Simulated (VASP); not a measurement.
MoS2: single point with RPBE

System: MoS2, a slab with vacuum.

```
CELL_PARAMETERS angstrom
3.18454 0.00000 0.00000
-1.59227 2.75789 0.00000
0.00000 0.00000 21.67053
ATOMIC_POSITIONS crystal
Mo 0.33333 0.66667 0.85116
Mo 0.66667 0.33333 0.14884
S 0.66667 0.33333 0.77963
S 0.33333 0.66667 0.07725
S 0.66667 0.33333 0.92275
S 0.33333 0.66667 0.22037
```

```yaml
Program: VASP 6.6.1
Task: single point
Functional: RPBE
Potentials_or_basis: VASP PAW PBE potentials, release 64 (Mo_sv, S)
Cutoff: 520 eV
k_mesh: 10 × 10 × 2
Occupations: fermi-dirac, width 0.05 eV
Spin: no spin polarisation
Dipole_correction: no
Further_INCAR_settings: ALGO = Normal; EDIFF = 1e-06; NBANDS = 35
```

- Largest force: 0.388 eV/Å
- Band gap on the k mesh: 1.41 eV (least direct gap 1.89 eV)

Forces on the atoms (eV/Å):
```
Mo   0.000  0.000 -0.004
Mo   0.000  0.000  0.004
S    0.000  0.000 -0.388
S    0.000  0.000 -0.239
S    0.000  0.000  0.239
S    0.000  0.000  0.388
```

Levels at points of the mesh, in eV from the valence-band top:
```tsv
k point	band 22	band 23	band 24	band 25	band 26	band 27	band 28	band 29	band 30	band 31
(0.00, 0.00, 0.00)	-1.91	-1.91	-1.71	-0.46	0.00	2.39	2.39	2.40	2.40	2.65
(0.50, 0.00, 0.00)	-2.20	-1.41	-1.36	-1.01	-0.98	1.87	1.88	2.37	2.45	3.43
(0.00, 0.00, 0.50)	-1.91	-1.91	-1.71	-0.46	0.00	2.39	2.39	2.40	2.40	2.65
(0.50, 0.00, 0.50)	-2.20	-1.41	-1.36	-1.01	-0.98	1.87	1.88	2.37	2.45	3.43
```

Run time: 2.1 min on 1 thread of Intel(R) Xeon(R) 6975P-C (Granite Rapids) (shared host), peak memory 0.37 GiB.

Caveat: the PAW data sets were made with another functional, which shifts forces and pressure a little.
